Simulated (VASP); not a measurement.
Set up this calculation in VASP 6.6.1, as the native input.

- Task: single point
- Functional: LDA
- Potentials or basis: VASP PAW LDA potentials, release 64 (Ni)
- Cutoff: 520 eV
- k mesh: 24 × 24 × 24
- Occupations: gaussian, width 0.15 eV
- Spin: collinear spin, ferromagnetic start
- Starting moments: [0.25] μB
- Fixed moment: 0.25 μB
- Dipole correction: no
- Further INCAR settings: ALGO = Normal; EDIFF = 1e-06; NBANDS = 15

The structure of Ni lies in POSCAR:

```
Ni
1.0
    0.0000000000      1.6772043451      1.6772043451
    1.6772043451      0.0000000000      1.6772043451
    1.6772043451      1.6772043451      0.0000000000
Ni
1
Direct
    0.0000000000      0.0000000000      0.0000000000
```

These files were run (other wordings do the same):

INCAR

```
SYSTEM = Ni
  ALGO = Normal
  EDIFF = 1E-6
  ENCUT = 520
  GGA = CA
  ISIF = 2
  ISMEAR = 0
  ISPIN = 2
  LASPH = .TRUE.
  LCHARG = .FALSE.
  LMAXMIX = 4
  LORBIT = 11
  LREAL = .FALSE.
  LWAVE = .FALSE.
  MAGMOM = 0.25
  NBANDS = 15
  NELM = 150
  NUPDOWN = 0.25
  PREC = Accurate
  SIGMA = 0.15
```

KPOINTS

```
k-points
0
G
  24 24 24
  0 0 0
```

Potentials or basis: VASP PAW LDA potentials, release 64 (Ni).

Launch:

```bash
$ cat potpaw_LDA.64/Ni/POTCAR > POTCAR
$ mpirun -np 1 vasp_std > vasp.out
```

It gave:

```yaml
Pressure: 16.9 GPa
Net_moment: 0.25 μB per cell
Site_moments: Ni +0.25 μB
Valence_electrons_inside_the_program's_atomic_spheres: Ni 9.61
```

Caveat: the total moment is fixed, so each spin has its own Fermi level.

It took 67 s on 1 thread of AMD EPYC 9R45 96-Core Processor (Zen 5), with other jobs on the host, peak memory 0.16 GiB.
